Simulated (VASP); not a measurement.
# Sn (P6_3/mmc) in VASP: notebook

The runs below take Sn through single point, with PBE.

All numbers are computed with VASP 6.6.1; they aren't measurements. Logs are shortened: lines on timing, memory, paths and dates and some standing lists are left out, and cuts for length are marked.

## Step 1: The cell of the first run

Symmetry: P6_3/mmc, No. 194, hexagonal system. Conventional cell: a = 3.248 Å, b = 3.248 Å, c = 10.731 Å, α = 90.00°, β = 90.00°, γ = 120.00°. Within 4.3 Å of Sn (site symmetry -3m) lie 12 Sn at 3.25 to 3.27 Å. Within 4.3 Å of Sn (site symmetry -6m2) lie 12 Sn at 3.25 to 3.27 Å.

## Step 2: Single point, PBE (volume scaled by 0.88)

File INCAR:

```
ALGO = Normal
EDIFF = 1E-6
ENCUT = 500
GGA = PE
GGA_COMPAT = False
ISIF = 2
ISMEAR = -1
LASPH = True
LCHARG = False
LREAL = False
LWAVE = False
NBANDS = 36
NELM = 120
PREC = Accurate
SIGMA = 0.1
```

File KPOINTS:

```
k-points
0
Gamma
  12 12 4
```

File POSCAR:

```
Sn
1.0
    3.2480324030      0.0000000000      0.0000000000
   -1.6240162015      2.8128785733      0.0000000000
    0.0000000000      0.0000000000     10.7311319196
Sn
4
Direct
    0.0000000000      1.0000000000      0.0000000000
    0.0000000000      1.0000000000      0.5000000000
    0.3333333333      0.6666666667      0.2500000000
    0.6666666667      0.3333333333      0.7500000000
```

Potentials or basis: VASP PAW PBE potentials, release 64 (Sn_d).

Launch:

```console
> cat potpaw_PBE.64/Sn_d/POTCAR > POTCAR
> mpirun -np 1 vasp_std > vasp.out
```

OUTCAR:

```text
EDIFF = 1E-6
   ENCUT = 500
   GGA = PE
   ISIF = 2
   ISMEAR = -1
   LASPH = True
   LREAL = False
   NELM = 120
   PREC = Accurate

 ion  position               nearest neighbor table
   1  0.000  0.000  0.000-   3 3.27   4 3.27   3 3.27   4 3.27   4 3.27   3 3.27
   2  0.000  0.000  0.500-   3 3.27   4 3.27   3 3.27   4 3.27   4 3.27   3 3.27
   3  0.333  0.667  0.250-   1 3.27   2 3.27   1 3.27   2 3.27   1 3.27   2 3.27
   4  0.667  0.333  0.750-   1 3.27   2 3.27   1 3.27   2 3.27   1 3.27   2 3.27

  LATTYP: Found a hexagonal cell.
 ALAT       =     3.2480324030
 C/A-ratio  =     3.3038869654

  Lattice vectors:

 A1 = (   3.2480324030,   0.0000000000,   0.0000000000)
 A2 = (  -1.6240162015,   2.8128785733,   0.0000000000)
 A3 = (   0.0000000000,   0.0000000000,  10.7311319196)

Analysis of symmetry for initial positions (statically):
=====================================================================
 Subroutine PRICEL returns:
 Original cell was already a primitive cell.

 Routine SETGRP: Setting up the symmetry group for a
 hexagonal supercell.

 Subroutine GETGRP returns: Found 24 space group operations
 (whereof 12 operations were pure point group operations)
 out of a pool of 24 trial point group operations.

The static configuration has the point symmetry D_3d.
 The point group associated with its full space group is D_6h.

Analysis of symmetry for dynamics (positions and initial velocities):
=====================================================================
 Subroutine PRICEL returns:
 Original cell was already a primitive cell.

 Routine SETGRP: Setting up the symmetry group for a
 hexagonal supercell.

 Subroutine GETGRP returns: Found 24 space group operations
 (whereof 12 operations were pure point group operations)
 out of a pool of 24 trial point group operations.

The dynamic configuration has the point symmetry D_3d.
 The point group associated with its full space group is D_6h.

 Subroutine INISYM returns: Found 24 space group operations
 (whereof 12 operations are pure point group operations),
 and found     1 'primitive' translations

----------------------------------------------------------------------------------------

                                     Primitive cell

  volume of cell :      98.0431

  direct lattice vectors                    reciprocal lattice vectors
     3.248032403  0.000000000  0.000000000     0.307878702  0.177753851  0.000000000
    -1.624016201  2.812878573  0.000000000     0.000000000  0.355507703  0.000000000
     0.000000000  0.000000000 10.731131920     0.000000000  0.000000000  0.093186815

  length of vectors
     3.248032403  3.248032403 10.731131920     0.355507703  0.355507703  0.093186815

  position of ions in fractional coordinates (direct lattice)
     0.000000000  0.000000000  0.000000000
     0.000000000  0.000000000  0.500000000
     0.333333333  0.666666667  0.250000000
     0.666666667  0.333333333  0.750000000

  ion indices of the primitive-cell ions
   primitive index   ion index
                 1           1
                 2           2
                 3           3
                 4           4

----------------------------------------------------------------------------------------

 KPOINTS: k-points

Automatic generation of k-mesh.
 Grid dimensions read from file:
 generate k-points for:   12   12    4

 Generating k-lattice:

  Cartesian coordinates                     Fractional coordinates (reciprocal lattice)
     0.025656558  0.014812821  0.000000000     0.083333333  0.000000000  0.000000000
     0.000000000  0.029625642  0.000000000     0.000000000  0.083333333  0.000000000
     0.000000000  0.000000000  0.023296704     0.000000000  0.000000000  0.250000000

  Length of vectors
     0.029625642  0.029625642  0.023296704

  Shift w.r.t. Gamma in fractional coordinates (k-lattice)
     0.000000000  0.000000000  0.000000000

 Subroutine IBZKPT returns following result:
 ===========================================

 Found     57 irreducible k-points:

 Following reciprocal coordinates:
            Coordinates               Weight
  0.000000  0.000000  0.000000      1.000000
  0.083333 -0.000000  0.000000      6.000000
  0.166667 -0.000000  0.000000      6.000000
  0.250000 -0.000000  0.000000      6.000000
  0.333333 -0.000000  0.000000      6.000000
  0.416667 -0.000000  0.000000      6.000000
[... 16 lines left out ...]
  0.250000 -0.000000  0.250000     12.000000
  0.333333 -0.000000  0.250000     12.000000
 [... further k-points ...]
   k-points           NKPTS =     57   k-points in BZ     NKDIM =     57   number of bands    NBANDS=     36
   number of dos      NEDOS =    301   number of ions     NIONS =      4
   total plane-waves  NPLWV =  46080
   dimension x,y,z NGX =    24 NGY =   24 NGZ =   80
   dimension x,y,z NGXF=    48 NGYF=   48 NGZF=  160
   ions per type =               4
   NGX,Y,Z   is equivalent  to a cutoff of  12.28, 12.28, 12.39 a.u.
   NGXF,Y,Z  is equivalent  to a cutoff of  24.57, 24.57, 24.79 a.u.
 SYSTEM =  unknown system
   PREC   = accura    normal or accurate (medium, high low for compatibility)
   ISTART =      0    job   : 0-new  1-cont  2-samecut
   ICHARG =      2    charge: 1-file 2-atom 10-const
   ISPIN  =      1    spin polarized calculation?
   LNONCOLLINEAR =      F non collinear calculations
   LSORBIT =      F    spin-orbit coupling
   LASPH  =      T    aspherical Exc in radial PAW
   ENCUT  =  500.0 eV  36.75 Ry    6.06 a.u.   5.92  5.92 19.57*2*pi/ulx,y,z
   NELM   =    120;   NELMIN=  2; NELMDL= -5     # of ELM steps
   EDIFF  = 0.1E-05   stopping-criterion for ELM
   LREAL  =      F    real-space projection
   EDIFFG = 0.1E-04   stopping-criterion for IOM
   NSW    =      0    number of steps for IOM
   IBRION =     -1    ionic relax: 0-MD 1-quasi-New 2-CG
   NFREE  =      0    steps in history (QN), initial steepest desc. (CG)
   ISIF   =      2    stress and relaxation
   ISYM   =      2    0-nonsym 1-usesym 2-fastsym
   POTIM  = 0.5000    time-step for ionic-motion
   TEBEG  =    0.0;   TEEND  =   0.0 temperature during run
   PSTRESS=    0.0 pullay stress
   NELECT =      56.0000    total number of electrons
   NUPDOWN=      -1.0000    fix difference up-down
   EMIN   =  10.00;   EMAX   =-10.00  energy-range for DOS
   EFERMI =   0.00;   METHOD = LEGACY
   ISMEAR =    -1;   SIGMA  =   0.10  broadening in eV -4-tet -1-fermi 0-gaus
   EFERMI_NEDOS =   21; number of points for ismear=-14 and -15
   IALGO  =     38    algorithm
   IMIX   =      4    mixing-type and parameters
     AMIX     =   0.40;   BMIX     =  1.00
     AMIX_MAG =   1.60;   BMIX_MAG =  1.00
  volume/ion in A,a.u.               =      24.51       165.41
  Fermi-wavevector in a.u.,A,eV,Ry     =   1.358309  2.566832 25.102791  1.845003
  Thomas-Fermi vector in A             =   2.485153
   LORBIT       =      0    0 simple, 1 ext, 2 COOP (PROOUT), +10 PAW based schemes
   GGA     = PE    functional components
   LHFCALC =     F    Hartree Fock is set to
   AEXX    =    0.0000 exact exchange contribution
   IVDW    =     0    specifies the selected vdW correction
   LEPSILON=     F    determine dielectric tensor
   LRPA    =     F    only Hartree local field effects (RPA)
 non-spin polarized calculation
  energy-cutoff  :      500.00
  volume of cell :       98.04
 maximum number of plane-waves:      2514
 NGX is ok and might be reduce to    24
   NGX = 11   NGY = 11   NGZ = 39

 number of electron      55.9999995 magnetization

 Free energy of the ion-electron system (eV)
  ---------------------------------------------------
  ext. energy  EPLUGINS =         0.00000000
  ---------------------------------------------------
  free energy    TOTEN  =       -14.83968981 eV

  energy without entropy =      -14.75741292  energy(sigma->0) =      -14.79855136

 E-fermi :   9.4342     XC(G=0): -10.8598

 val. band max:        9.4299448171   @ k =   0.2500   0.1667   0.2500
 cond. band min:       9.5091127483   @ k =   0.2500   0.2500   0.5000
 fundamental gap:      0.0791679312
 Fermi energy:         9.4342249248

 k-point     1 :       0.0000    0.0000    0.0000
  band No.  band energies     occupation
      1     -12.2012      2.00000
      2     -12.1985      2.00000
      3     -12.1830      2.00000
      4     -12.1830      2.00000
      5     -12.1762      2.00000
      6     -12.1736      2.00000
[... 28 lines left out ...]
     35      18.0057      0.00000
     36      18.0057      0.00000

 k-point     2 :       0.0833   -0.0000    0.0000
  band No.  band energies     occupation
      1     -12.2013      2.00000
      2     -12.1958      2.00000
      3     -12.1844      2.00000
      4     -12.1791      2.00000
      5     -12.1785      2.00000
      6     -12.1704      2.00000
[... 28 lines left out ...]
     35      17.7361      0.00000
     36      18.2579      0.00000

 k-point     3 :       0.1667   -0.0000    0.0000
  band No.  band energies     occupation
      1     -12.2196      2.00000
      2     -12.2047      2.00000
      3     -12.1921      2.00000
      4     -12.1768      2.00000
      5     -12.1599      2.00000
      6     -12.1598      2.00000
[... 28 lines left out ...]
     35      16.9806      0.00000
     36      17.4755      0.00000

 k-point     4 :       0.2500   -0.0000    0.0000
  band No.  band energies     occupation
      1     -12.2469      2.00000
      2     -12.2201      2.00000
      3     -12.2109      2.00000
      4     -12.1751      2.00000
      5     -12.1702      2.00000
      6     -12.1580      2.00000
[... 28 lines left out ...]
     35      15.4700      0.00000
     36      16.4922      0.00000

 k-point     5 :       0.3333   -0.0000    0.0000
  band No.  band energies     occupation
      1     -12.2730      2.00000
      2     -12.2343      2.00000
      3     -12.2310      2.00000
      4     -12.1936      2.00000
      5     -12.1843      2.00000
      6     -12.1683      2.00000
[... 655 lines left out ...]
 k-point    22 :       0.1667   -0.0000    0.2500
  band No.  band energies     occupation
      1     -12.2188      2.00000
      2     -12.2095      2.00000
      3     -12.1879      2.00000
      4     -12.1725      2.00000
      5     -12.1678      2.00000
      6     -12.1523      2.00000
[... 28 lines left out ...]
     35      16.5970      0.00000
     36      17.5102      0.00000

 k-point    23 :       0.2500   -0.0000    0.2500
  band No.  band energies     occupation
      1     -12.2452      2.00000
      2     -12.2296      2.00000
      3     -12.2004      2.00000
      4     -12.1764      2.00000
      5     -12.1632      2.00000
      6     -12.1582      2.00000
[... 28 lines left out ...]
     35      15.6832      0.00000
     36      16.6315      0.00000

 k-point    24 :       0.3333   -0.0000    0.2500
  band No.  band energies     occupation
      1     -12.2703      2.00000
      2     -12.2489      2.00000
      3     -12.2147      2.00000
      4     -12.1899      2.00000
      5     -12.1832      2.00000
      6     -12.1681      2.00000
[... 28 lines left out ...]
     35      14.6073      0.00000
     36      15.9631      0.00000

 [... further k-points ...]
[... 5 lines left out ...]
  --------------------------------------------------------------------------------------
  -------------------------------------------------------------------------------------
  Total        5.1930122      5.1930122      4.8887882     -0.0000000     -0.0000000      0.0000000
  in kB       84.8619583     84.8619583     79.8904624     -0.0000000     -0.0000000      0.0000000
  external PRESSURE =      83.2047930 kB  Pullay stress =       0.0000000 kB

 VOLUME and BASIS-vectors are now :
 -----------------------------------------------------------------------------
  energy-cutoff  :      500.00
  volume of cell :       98.04
      direct lattice vectors                 reciprocal lattice vectors
     3.248032403  0.000000000  0.000000000     0.307878702  0.177753851  0.000000000
    -1.624016201  2.812878573  0.000000000     0.000000000  0.355507703  0.000000000
     0.000000000  0.000000000 10.731131920     0.000000000  0.000000000  0.093186815

 POSITION                                       TOTAL-FORCE (eV/Angst)
 -----------------------------------------------------------------------------------
      0.00000      0.00000      0.00000         0.000000      0.000000     -0.000000
      0.00000      0.00000      5.36557         0.000000      0.000000     -0.000000
     -0.00000      1.87525      2.68278         0.000000      0.000000      0.000000
      1.62402      0.93763      8.04835        -0.000000     -0.000000     -0.000000
 -----------------------------------------------------------------------------------
    total drift:                               -0.000000      0.000000     -0.000000

  FREE ENERGIE OF THE ION-ELECTRON SYSTEM (eV)
  ---------------------------------------------------
  free  energy   TOTEN  =       -14.8396898078 eV

  energy  without entropy=      -14.7574129171  energy(sigma->0) =      -14.79855136
```

It took 76 s on 1 thread of AMD EPYC 9R45 (Zen 5), shared host; peak memory 0.25 GiB.

Results:

```
Free energy            : -14.8397 eV
Pressure               : 8.3 GPa
Band gap on the k mesh : zero (band 28 reaches 16.05 eV, above the bottom of band 29 at 6.61 eV)
```

Caveat: spin-orbit coupling is left out, which moves the levels of the heavy elements.

## Step 3: Single point, PBE (volume scaled by 0.92)

File INCAR:

```
PREC     = Accurate       # precision mode
ENCUT    = 500            # plane-wave cutoff, eV
EDIFF    = 1E-6           # SCF threshold, eV
ISMEAR   = -1             # smearing method
SIGMA    = 0.1            # smearing width, eV
LREAL    = False          # projectors in reciprocal space
LASPH    = True           # aspherical terms in the spheres
NELM     = 120            # most SCF steps
ALGO     = Normal         # electronic algorithm
ISIF     = 2              # what is computed and relaxed
LWAVE    = False          # write WAVECAR
LCHARG   = True           # write CHGCAR
GGA      = PE             # functional
LELF     = True           # ELF
LVHAR    = True         
NBANDS   = 36             # bands
GGA_COMPAT= False
```

File KPOINTS:

```
regular mesh
0
Gamma
  12 12 4
```

File POSCAR:

```
Sn
1.0
    3.2965176467      0.0000000000      0.0000000000
   -1.6482588234      2.8548680261      0.0000000000
    0.0000000000      0.0000000000     10.8913216844
Sn
4
Direct
    0.0000000000      1.0000000000      0.0000000000
    0.0000000000      1.0000000000      0.5000000000
    0.3333333333      0.6666666667      0.2500000000
    0.6666666667      0.3333333333      0.7500000000
```

Potentials or basis: VASP PAW PBE potentials, release 64 (Sn_d).

Launch:

```console
> cat potpaw_PBE.64/Sn_d/POTCAR > POTCAR
> mpirun -np 1 vasp_std > vasp.out
```

Wall time 88 s (1 thread of AMD EPYC 9R45 (Zen 5), shared host); peak memory 0.25 GiB.

It converged, with:

| Item | Value |
| --- | --- |
| Free energy | -15.0227 eV |
| Pressure | 4.9 GPa |
| Band gap on the k mesh | zero (band 28 reaches 15.18 eV, above the bottom of band 29 at 6.17 eV) |

Stress tensor (GPa, compression positive):
```
5.03 0.00 0.00
0.00 5.03 0.00
0.00 0.00 4.66
```

Levels at points of the mesh, in eV from the Fermi level:
```csv
k point,band 25,band 26,band 27,band 28,band 29,band 30,band 31,band 32
"(0.00, 0.00, 0.00)",-4.96,0.92,0.92,6.27,6.27,7.06,7.06,7.20
"(0.50, 0.00, 0.00)",-4.68,-4.39,-2.10,-1.77,-0.41,0.49,2.26,3.67
"(0.00, 0.00, 0.50)",-2.70,-2.70,5.03,5.03,6.51,6.51,6.51,6.51
"(0.50, 0.00, 0.50)",-3.64,-3.64,-3.15,-3.15,1.41,1.41,2.63,2.63
```

Caveat: spin-orbit coupling is left out, which moves the levels of the heavy elements.

(Part 1 of 2 ends here.)
